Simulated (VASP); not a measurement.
# CoSi2: single point with PBE

The system is CoSi2.

```xyz
3
Lattice="0.0000 2.6976 2.6976 2.6976 0.0000 2.6976 2.6976 2.6976 0.0000" Properties=species:S:1:pos:R:3 pbc="T T T"
Co    0.0000    0.0000    0.0000
Si    1.3488    1.3488    1.3488
Si    4.0463    4.0463    4.0463
```

This cell differs from its parent crystal: volume scaled by 1.020.

| Property | Result |
| --- | --- |
| Program | VASP 6.6.1 |
| Task | single point |
| Functional | PBE |
| Potentials or basis | VASP PAW PBE potentials, release 64 (Co, Si) |
| Cutoff | 520 eV |
| k mesh | 12 × 12 × 12 |
| Occupations | gaussian, width 0.05 eV |
| Spin | no spin polarisation |

```yaml
Pressure: -3.5 GPa
```

Levels at points of the mesh, in eV from the Fermi level:
| k point | band 5 | band 6 | band 7 | band 8 | band 9 | band 10 | band 11 | band 12 | band 13 | band 14 |
| --- | --- | --- | --- | --- | --- | --- | --- | --- | --- | --- |
| (0.00, 0.00, 0.00) | -1.82 | -1.82 | 0.56 | 3.34 | 3.34 | 3.34 | 3.46 | 3.46 | 3.46 | 5.59 |
| (0.50, 0.00, 0.00) | -2.11 | -1.55 | -1.55 | -0.45 | -0.45 | 2.64 | 3.36 | 3.36 | 4.18 | 10.28 |
| (0.50, 0.50, 0.00) | -3.58 | -1.88 | -1.88 | -1.83 | -1.27 | 1.50 | 2.93 | 8.55 | 9.38 | 9.38 |

Wall time 43 s on 1 thread of Intel(R) Xeon(R) Platinum 8375C CPU @ 2.90GHz (Ice Lake), on a shared host, peak memory 0.18 GiB.

 Spin polarisation is off, so any magnetic state and its effect on volume and gap are missing.
